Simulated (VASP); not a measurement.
Wanted: the native input for a VASP 6.6.1 run.

```
Task                   : single point
Functional             : PBE
Potentials or basis    : VASP PAW PBE potentials, release 64 (Ba_sv, Ti_sv, O)
Cutoff                 : 520 eV
k mesh                 : 8 × 8 × 8
Occupations            : gaussian, width 0.02 eV
Spin                   : no spin polarisation
Dipole correction      : no
Further INCAR settings : ALGO = Normal; EDIFF = 1e-07; NBANDS = 28
```

The structure of BaTiO3 lies in POSCAR:

```
BaTiO3
1.0
    3.9854497974      0.0000000000      0.0000000000
    0.0000000000      3.9854497974      0.0000000000
    0.0000000000      0.0000000000      4.2004826447
Ba Ti O
1 1 3
Direct
    0.5000000000      0.5000000000      0.5912757143
    0.0000000000      0.0000000000      0.1084227174
    0.0000000000      0.5000000000      0.0602445497
    0.5000000000      0.0000000000      0.0602445497
    0.0000000000      0.0000000000      0.5398094588
```

These files were run (other wordings do the same):

INCAR

```
PREC = Accurate ; ENCUT = 520
EDIFF = 1E-7 ; ISMEAR = 0
SIGMA = 0.02 ; LREAL = False
LASPH = True ; NELM = 80
ALGO = Normal ; ISIF = 2
LWAVE = False ; LCHARG = True
GGA = PE ; LELF = True
LVHAR = True ; NBANDS = 28
```

KPOINTS

```
regular mesh
0
Gamma
  8 8 8
```

Potentials or basis: VASP PAW PBE potentials, release 64 (Ba_sv, Ti_sv, O).

The run is started by

```sh
$ cat potpaw_PBE.64/Ba_sv/POTCAR potpaw_PBE.64/Ti_sv/POTCAR potpaw_PBE.64/O/POTCAR > POTCAR
$ mpirun -np 1 vasp_std > vasp.out
```

It gave:

- Pressure: 1.6 GPa
- Largest force: 0.083 eV/Å
- Band gap on the k mesh: 1.79 eV (least direct gap 2.35 eV)

Caveat: spin-orbit coupling is left out, which moves the levels of the heavy elements.

Run time: 82 s on 1 thread of Intel(R) Xeon(R) 6975P-C (Granite Rapids) (shared host), peak memory 0.27 GiB.
